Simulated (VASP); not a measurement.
# MgSi11O24 (a cell with a defect) in VASP: single point with PBEsol

Aim: the single point of MgSi11O24 (a cell with a defect) with PBEsol.

Program: VASP 6.6.1. These are calculated values, not measurements. Logs are shortened: lines on timing, memory, paths and dates and some standing lists are left out, and cuts for length are marked.

### Step 1. The cell of the first run

The cell holds a defect, 72 atoms: a = 8.389 Å, b = 8.389 Å, c = 8.036 Å, α = 90.00°, β = 90.00°, γ = 90.00°.

### Step 2. Single point, PBEsol

File INCAR:

```
SYSTEM = MgSi11O24
ALGO = Normal
EDIFF = 1E-6
ENCUT = 520
GGA = PS
ISIF = 2
ISMEAR = -1
ISYM = 0
LASPH = .TRUE.
LCHARG = .TRUE.
LELF = .TRUE.
LREAL = Auto
LVHAR = .TRUE.
LWAVE = .FALSE.
NBANDS = 232
NELM = 80
PREC = Accurate
SIGMA = 0.05
```

File KPOINTS:

```
Automatic mesh
0
Gamma
  1 1 1
  0.25 0.25 0.25
```

File POSCAR:

```
MgSi11O24
1.0
    8.3886930000      0.0000000000      0.0000000000
    0.0000000000      8.3886930000      0.0000000000
    0.0000000000      0.0000000000      8.0356430000
Si Mg O
22 2 48
Direct
    0.9996170000      0.9994910000      0.9981270000
    0.9998050000      0.9996490000      0.3348650000
    0.9996690000      0.9995210000      0.6665030000
    0.9998440000      0.4997660000      0.9996480000
    0.9996850000      0.4993360000      0.3333650000
    0.9997070000      0.4995070000      0.6664890000
    0.4999050000      0.9996110000      0.9996400000
    0.4995270000      0.9995440000      0.3333570000
    0.4996680000      0.9995160000      0.6665100000
    0.4997140000      0.4995350000      0.6664940000
    0.2461320000      0.2460240000      0.1664770000
    0.2486650000      0.2485730000      0.4981390000
    0.2484910000      0.2482860000      0.8348780000
    0.2455110000      0.7537600000      0.1664790000
    0.2522570000      0.7471290000      0.5020110000
    0.2521160000      0.7470200000      0.8309840000
    0.7539340000      0.2453370000      0.1665130000
    0.7472670000      0.2520800000      0.5020080000
    0.7471750000      0.2519550000      0.8309820000
    0.7533220000      0.7531080000      0.1665220000
    0.7509690000      0.7507800000      0.4981150000
    0.7507250000      0.7505380000      0.8348700000
    0.4997740000      0.4995150000      0.0018430000
    0.4997350000      0.4996270000      0.3311170000
    0.1470660000      0.1470160000      0.9990680000
    0.1471510000      0.1470610000      0.3335830000
    0.1519710000      0.1518160000      0.6662870000
    0.1480870000      0.6551950000      0.9971950000
    0.1483920000      0.6549200000      0.3356350000
    0.1455870000      0.6559190000      0.6664180000
    0.6554350000      0.1478270000      0.9972130000
    0.6551460000      0.1480980000      0.3356470000
    0.6560780000      0.1453930000      0.6664170000
    0.6629110000      0.6627320000      0.0019160000
    0.6630330000      0.6629890000      0.3314670000
    0.6542710000      0.6541070000      0.6664170000
    0.3364240000      0.3361240000      0.0015130000
    0.3365370000      0.3363950000      0.3311070000
    0.3451500000      0.3449530000      0.6665820000
    0.3442590000      0.8510400000      0.9973570000
    0.3440350000      0.8512820000      0.3357870000
    0.3432880000      0.8536680000      0.6665790000
    0.8511040000      0.3441820000      0.9973640000
    0.8513620000      0.3439070000      0.3358130000
    0.8538050000      0.3431360000      0.6665670000
    0.8522880000      0.8520590000      0.9993950000
    0.8523690000      0.8521120000      0.3339520000
    0.8474250000      0.8472550000      0.6667180000
    0.0937470000      0.4011530000      0.1664080000
    0.0969560000      0.4028230000      0.5002950000
    0.0967640000      0.4028140000      0.8327080000
    0.0968100000      0.9024620000      0.1665000000
    0.0972600000      0.9019210000      0.5011900000
    0.0973260000      0.9020120000      0.8318020000
    0.6152950000      0.3840380000      0.1665190000
    0.6032930000      0.3952800000      0.5135450000
    0.6039540000      0.3959070000      0.8194100000
    0.5981340000      0.9056060000      0.1665910000
    0.5963900000      0.9025120000      0.5002910000
    0.5964150000      0.9022860000      0.8327200000
    0.4013310000      0.0936020000      0.1664130000
    0.4029800000      0.0968110000      0.5002880000
    0.4029950000      0.0965720000      0.8327110000
    0.3842530000      0.6151600000      0.1664580000
    0.3954580000      0.6031500000      0.5135860000
    0.3960940000      0.6037860000      0.8194330000
    0.9026250000      0.0966370000      0.1665030000
    0.9020660000      0.0970840000      0.5011940000
    0.9021480000      0.0971920000      0.8317970000
    0.9057820000      0.5979610000      0.1666010000
    0.9026880000      0.5962520000      0.5002790000
    0.9024900000      0.5962270000      0.8327130000
```

Potentials or basis: VASP PAW PBE potentials, release 64 (Si, Mg, O).

The run is started by

```bash
$ cat potpaw_PBE.64/Si/POTCAR potpaw_PBE.64/Mg/POTCAR potpaw_PBE.64/O/POTCAR > POTCAR
$ mpirun -np 1 vasp_std > vasp.out
```

OUTCAR:

```text
SYSTEM = MgSi11O24
   EDIFF = 1E-6
   ENCUT = 520
   GGA = PS
   ISIF = 2
   ISMEAR = -1
   ISYM = 0
   LASPH = .TRUE.
   LREAL = Auto
   NELM = 80
   PREC = Accurate

 ion  position               nearest neighbor table
   1  1.000  0.999  0.998-  46 1.75  25 1.75  69 1.77  54 1.77  67 1.78  52 1.78   3 2.66   2 2.71

   2  1.000  1.000  0.335-  26 1.75  47 1.75  68 1.77  53 1.77  67 1.78  52 1.78   3 2.66   1 2.71

   3  1.000  1.000  0.667-  54 1.76  68 1.76  69 1.76  53 1.76  48 1.81  27 1.81   1 2.66   2 2.66
[... 25 lines left out ...]
  16  0.252  0.747  0.831-  66 1.71  42 1.77  30 1.77  28 1.77  40 1.77  54 1.84  15 2.64  14 2.70
                            23 3.24
  17  0.754  0.245  0.167-  55 1.65  67 1.76  32 1.79  43 1.79  44 1.79  31 1.79  18 2.70  19 2.70
                            23 3.29  24 3.29
  18  0.747  0.252  0.502-  56 1.71  45 1.77  33 1.77  44 1.77  32 1.77  68 1.84  19 2.64  17 2.70
                            24 3.24
  19  0.747  0.252  0.831-  57 1.71  45 1.77  33 1.77  31 1.77  43 1.77  69 1.84  18 2.64  17 2.70
                            23 3.24
  20  0.753  0.753  0.167-  34 1.70  35 1.70  46 1.78  47 1.79  70 1.82  58 1.83  21 2.66  22 2.67
                            24 3.29  23 3.29
  21  0.751  0.751  0.498-  35 1.70  36 1.77  48 1.77  47 1.79  71 1.82  59 1.82  20 2.66  22 2.71
                            24 3.27
  22  0.751  0.751  0.835-  34 1.70  36 1.77  48 1.77  46 1.79  60 1.82  72 1.82  20 2.67  21 2.71
                            23 3.27
  23  0.500  0.500  0.002-  55 1.90  64 1.91  57 1.92  66 1.92  34 1.94  37 1.94  24 2.65  10 2.69
                            19 3.24  16 3.24  22 3.27  13 3.27  11 3.29  20 3.29  17 3.29  14 3.29
  24  0.500  0.500  0.331-  64 1.90  55 1.91  65 1.92  56 1.92  38 1.94  35 1.94  23 2.65  10 2.69
                            15 3.24  18 3.24  12 3.27  21 3.27  20 3.29  11 3.29  14 3.29  17 3.29
  25  0.147  0.147  0.999-   1 1.75  13 1.79  11 1.79
  26  0.147  0.147  0.334-   2 1.75  11 1.78  12 1.79
  27  0.152  0.152  0.666-  12 1.77  13 1.77   3 1.81
  28  0.148  0.655  0.997-  16 1.77  14 1.79   4 1.80
  29  0.148  0.655  0.336-  15 1.77  14 1.79   5 1.81
  30  0.146  0.656  0.666-  16 1.77  15 1.77   6 1.79
[... 40 lines left out ...]
  71  0.903  0.596  0.500-   6 1.76   5 1.77  21 1.82
  72  0.902  0.596  0.833-   6 1.76   4 1.77  22 1.82

IMPORTANT INFORMATION: All symmetrisations will be switched off!
NOSYMM: (Re-)initialisation of all symmetry stuff for point group C_1.

----------------------------------------------------------------------------------------

                                     Primitive cell

  volume of cell :     565.4696

  direct lattice vectors                    reciprocal lattice vectors
     8.388693000  0.000000000  0.000000000     0.119208082  0.000000000  0.000000000
     0.000000000  8.388693000  0.000000000     0.000000000  0.119208082  0.000000000
     0.000000000  0.000000000  8.035643000     0.000000000  0.000000000  0.124445548

  length of vectors
     8.388693000  8.388693000  8.035643000     0.119208082  0.119208082  0.124445548

  position of ions in fractional coordinates (direct lattice)
     0.999617000  0.999491000  0.998127000
     0.999805000  0.999649000  0.334865000
     0.999669000  0.999521000  0.666503000
     0.999844000  0.499766000  0.999648000
     0.999685000  0.499336000  0.333365000
     0.999707000  0.499507000  0.666489000
[... 64 lines left out ...]
     0.902688000  0.596252000  0.500279000
     0.902490000  0.596227000  0.832713000

  ion indices of the primitive-cell ions
   primitive index   ion index
                 1           1
                 2           2
                 3           3
                 4           4
                 5           5
                 6           6
[... 64 lines left out ...]
                71          71
                72          72

----------------------------------------------------------------------------------------

 KPOINTS: Automatic mesh

Automatic generation of k-mesh.
 Grid dimensions read from file:
 generate k-points for:    1    1    1

 Generating k-lattice:

  Cartesian coordinates                     Fractional coordinates (reciprocal lattice)
     0.119208082  0.000000000  0.000000000     1.000000000  0.000000000  0.000000000
     0.000000000  0.119208082  0.000000000     0.000000000  1.000000000  0.000000000
     0.000000000  0.000000000  0.124445548     0.000000000  0.000000000  1.000000000

  Length of vectors
     0.119208082  0.119208082  0.124445548

  Shift w.r.t. Gamma in fractional coordinates (k-lattice)
     0.250000000  0.250000000  0.250000000

 Subroutine IBZKPT returns following result:
 ===========================================

 Found      4 irreducible k-points:

 Following reciprocal coordinates:
            Coordinates               Weight
  0.250000  0.250000  0.250000      2.000000
 -0.250000  0.250000  0.250000      2.000000
 -0.250000 -0.250000  0.250000      2.000000
  0.250000 -0.250000  0.250000      2.000000
   k-points           NKPTS =      4   k-points in BZ     NKDIM =      4   number of bands    NBANDS=    232
   number of dos      NEDOS =    301   number of ions     NIONS =     72
   total plane-waves  NPLWV = 245760
   dimension x,y,z NGX =    64 NGY =   64 NGZ =   60
   dimension x,y,z NGXF=   128 NGYF=  128 NGZF=  120
   ions per type =              22   2  48
   NGX,Y,Z   is equivalent  to a cutoff of  12.68, 12.68, 12.41 a.u.
   NGXF,Y,Z  is equivalent  to a cutoff of  25.37, 25.37, 24.83 a.u.
 SYSTEM =  MgSi11O24
   PREC   = accura    normal or accurate (medium, high low for compatibility)
   ISTART =      0    job   : 0-new  1-cont  2-samecut
   ICHARG =      2    charge: 1-file 2-atom 10-const
   ISPIN  =      1    spin polarized calculation?
   LNONCOLLINEAR =      F non collinear calculations
   LSORBIT =      F    spin-orbit coupling
   LASPH  =      T    aspherical Exc in radial PAW
   ENCUT  =  520.0 eV  38.22 Ry    6.18 a.u.  15.60 15.60 14.94*2*pi/ulx,y,z
   NELM   =     80;   NELMIN=  2; NELMDL= -5     # of ELM steps
   EDIFF  = 0.1E-05   stopping-criterion for ELM
   LREAL  =      T    real-space projection
   EDIFFG = 0.1E-04   stopping-criterion for IOM
   NSW    =      0    number of steps for IOM
   IBRION =     -1    ionic relax: 0-MD 1-quasi-New 2-CG
   NFREE  =      0    steps in history (QN), initial steepest desc. (CG)
   ISIF   =      2    stress and relaxation
   ISYM   =      0    0-nonsym 1-usesym 2-fastsym
   POTIM  = 0.5000    time-step for ionic-motion
   TEBEG  =    0.0;   TEEND  =   0.0 temperature during run
   PSTRESS=    0.0 pullay stress
   NELECT =     380.0000    total number of electrons
   NUPDOWN=      -1.0000    fix difference up-down
   EMIN   =  10.00;   EMAX   =-10.00  energy-range for DOS
   EFERMI =   0.00;   METHOD = LEGACY
   ISMEAR =    -1;   SIGMA  =   0.05  broadening in eV -4-tet -1-fermi 0-gaus
   EFERMI_NEDOS =   21; number of points for ismear=-14 and -15
   IALGO  =     38    algorithm
   IMIX   =      4    mixing-type and parameters
     AMIX     =   0.40;   BMIX     =  1.00
     AMIX_MAG =   1.60;   BMIX_MAG =  1.00
  volume/ion in A,a.u.               =       7.85        53.00
  Fermi-wavevector in a.u.,A,eV,Ry     =   1.433947  2.709766 27.976335  2.056203
  Thomas-Fermi vector in A             =   2.553409
   LORBIT       =      0    0 simple, 1 ext, 2 COOP (PROOUT), +10 PAW based schemes
   GGA     = PS    functional components
   LHFCALC =     F    Hartree Fock is set to
   AEXX    =    0.0000 exact exchange contribution
   IVDW    =     0    specifies the selected vdW correction
   LEPSILON=     F    determine dielectric tensor
   LRPA    =     F    only Hartree local field effects (RPA)
 non-spin polarized calculation
  energy-cutoff  :      520.00
  volume of cell :      565.47
 maximum number of plane-waves:     15222
 NGX is ok and might be reduce to    64
   NGX = 31   NGY = 31   NGZ = 29

 number of electron     379.9999900 magnetization

 Free energy of the ion-electron system (eV)
  ---------------------------------------------------
  ext. energy  EPLUGINS =         0.00000000
  ---------------------------------------------------
  free energy    TOTEN  =      -568.74625497 eV

  energy without entropy =     -568.57062374  energy(sigma->0) =     -568.65843935

 E-fermi :   6.9787     XC(G=0): -12.4192

 val. band max:        6.9395496017   @ k =  -0.2500  -0.2500   0.2500
 cond. band min:       6.9864683102   @ k =  -0.2500   0.2500   0.2500
 fundamental gap:      0.0469187085
 Fermi energy:         6.9786997734

 k-point     1 :       0.2500    0.2500    0.2500
  band No.  band energies     occupation
      1     -14.6642      2.00000
      2     -14.1312      2.00000
      3     -13.9931      2.00000
      4     -13.8885      2.00000
      5     -13.4868      2.00000
      6     -13.3838      2.00000
[... 809 lines left out ...]
    201      15.4448      0.00000
    202      15.5808      0.00000
 [bands above 202 left out]

------------------------ aborting loop because EDIFF is reached ----------------------------------------

  FORCE on cell =-STRESS in cart. coord.  units (eV):
  Direction    XX          YY          ZZ          XY          YZ          ZX
  --------------------------------------------------------------------------------------
  -------------------------------------------------------------------------------------
  Total       28.5061135     28.5028231     33.7164663      5.5295994      0.0461737      0.0534133
  in kB       80.7680052     80.7586824     95.5307964     15.6673310      0.1308266      0.1513389
  external PRESSURE =      85.6858280 kB  Pullay stress =       0.0000000 kB

 VOLUME and BASIS-vectors are now :
 -----------------------------------------------------------------------------
  energy-cutoff  :      520.00
  volume of cell :      565.47
      direct lattice vectors                 reciprocal lattice vectors
     8.388693000  0.000000000  0.000000000     0.119208082  0.000000000  0.000000000
     0.000000000  8.388693000  0.000000000     0.000000000  0.119208082  0.000000000
     0.000000000  0.000000000  8.035643000     0.000000000  0.000000000  0.124445548

 POSITION                                       TOTAL-FORCE (eV/Angst)
 -----------------------------------------------------------------------------------
      8.38548      8.38442      8.02059         0.016741      0.011561      0.017622
      8.38706      8.38575      2.69086        -0.012117     -0.016771     -0.016175
      8.38592      8.38467      5.35578         0.005615      0.004190     -0.003446
      8.38738      4.19238      8.03281        -0.025074     -0.025717      0.007255
      8.38605      4.18878      2.67880         0.012908      0.025278     -0.013098
      8.38624      4.19021      5.35567        -0.001473      0.004106      0.004805
[... 64 lines left out ...]
      7.57237      5.00177      4.02006        -0.069465      0.032656     -0.003487
      7.57071      5.00157      6.69138        -0.057653      0.039769      0.002943
 -----------------------------------------------------------------------------------
    total drift:                                0.021335      0.025381     -0.001096

  FREE ENERGIE OF THE ION-ELECTRON SYSTEM (eV)
  ---------------------------------------------------
  free  energy   TOTEN  =      -568.7462549688 eV

  energy  without entropy=     -568.5706237363  energy(sigma->0) =     -568.65843935
```

Wall time 13 min (1 thread of Intel Xeon 6975P-C (Granite Rapids), shared host); peak memory 0.73 GiB.

Results:

* Free energy: -568.7463 eV
* Pressure: 8.6 GPa
* Largest force: 0.181 eV/Å
* Band gap on the k mesh: 0.05 eV

Forces on the atoms (eV/Å):
```
Si   0.017  0.012  0.018
Si  -0.012 -0.017 -0.016
Si   0.006  0.004 -0.003
Si  -0.025 -0.026  0.007
Si   0.013  0.025 -0.013
Si  -0.001  0.004  0.005
Si  -0.019 -0.015  0.016
Si   0.019  0.011 -0.011
Si   0.004  0.003 -0.005
Si  -0.002  0.000 -0.001
Si  -0.087 -0.097 -0.029
Si  -0.065 -0.078  0.012
Si  -0.069 -0.067 -0.060
Si  -0.102  0.112  0.005
Si  -0.092  0.064 -0.058
Si  -0.059  0.089  0.053
Si   0.106 -0.105 -0.005
Si   0.061 -0.093 -0.053
Si   0.090 -0.063  0.056
Si   0.088  0.097  0.031
Si   0.062  0.069  0.059
Si   0.072  0.072 -0.012
Mg  -0.021 -0.013  0.009
Mg   0.014  0.008 -0.008
O    0.013  0.005  0.023
O    0.029  0.025  0.028
O    0.020  0.021  0.025
O   -0.035 -0.047 -0.007
O   -0.060 -0.028  0.018
O   -0.044 -0.039  0.022
O   -0.053 -0.026 -0.010
O   -0.028 -0.045  0.017
O   -0.038 -0.042  0.022
O   -0.074 -0.075 -0.035
O   -0.108 -0.119 -0.003
O   -0.021 -0.023 -0.010
O    0.111  0.122  0.005
O    0.074  0.076  0.037
O    0.025  0.030  0.013
O    0.031  0.044 -0.020
O    0.045  0.026  0.010
O    0.043  0.042 -0.022
O    0.056  0.026 -0.018
O    0.037  0.044  0.007
O    0.044  0.042 -0.022
O   -0.033 -0.029 -0.027
O   -0.015 -0.009 -0.026
O   -0.021 -0.021 -0.027
O    0.072 -0.045  0.004
O    0.056 -0.033 -0.006
O    0.071 -0.029  0.005
O   -0.018  0.021 -0.001
O   -0.006  0.015  0.010
O   -0.014  0.006 -0.007
O   -0.129  0.124  0.000
O   -0.047  0.098  0.012
O   -0.096  0.048 -0.012
O    0.043 -0.080 -0.004
O    0.037 -0.070 -0.003
O    0.036 -0.056  0.003
O   -0.045  0.072  0.002
O   -0.035  0.057 -0.004
O   -0.032  0.072  0.004
O    0.127 -0.130 -0.002
O    0.098 -0.047  0.010
O    0.050 -0.097 -0.010
O    0.018 -0.015  0.002
O    0.016 -0.005  0.009
O    0.007 -0.016 -0.007
O   -0.078  0.042 -0.003
O   -0.069  0.033 -0.003
O   -0.058  0.040  0.003
```

Stress tensor (GPa, compression positive):
```
8.08 1.57 0.02
1.57 8.08 0.01
0.02 0.01 9.55
```

Caveat: semilocal functionals underestimate gaps, and a narrow one can read as zero; the PAW data sets were made with another functional, which shifts forces and pressure a little.
